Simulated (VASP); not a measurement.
A run of VASP 6.6.1:

INCAR

```
SYSTEM = P
ALGO = Normal ; EDIFF = 1E-6
ENCUT = 520 ; GGA = PS
ISIF = 2 ; ISMEAR = 0
IVDW = 12 ; LASPH = .TRUE.
LCHARG = .TRUE. ; LELF = .TRUE.
LREAL = .FALSE. ; LVHAR = .TRUE.
LWAVE = .FALSE. ; NBANDS = 8
NELM = 100 ; PREC = Accurate
SIGMA = 0.1
```

Contents of KPOINTS:

```
k-points
0
G
  18 18 18
  0 0 0
```

Contents of POSCAR:

```
P
1.0
    2.3790480906      0.0000000000      0.0000000000
    0.0000000000      2.3790480906      0.0000000000
    0.0000000000      0.0000000000      2.3790828856
P
1
Direct
    0.0000000000      0.0000000000      0.0000000000
```

Potentials or basis: VASP PAW PBE potentials, release 64 (P).

Run with:

```console
$ cat potpaw_PBE.64/P/POTCAR > POTCAR
$ mpirun -np 1 vasp_std > vasp.out
```

Hardware: 1 thread of Intel(R) Xeon(R) Platinum 8175M CPU @ 2.50GHz (Skylake/Cascade Lake), with other jobs on the host.

Question: How long does it take, and how much memory?

Answer: Wall time 40 s on 1 thread of Intel(R) Xeon(R) Platinum 8175M CPU @ 2.50GHz (Skylake/Cascade Lake) (shared host), peak memory 0.16 GiB. Counts: scf iterations 10, k points 550.
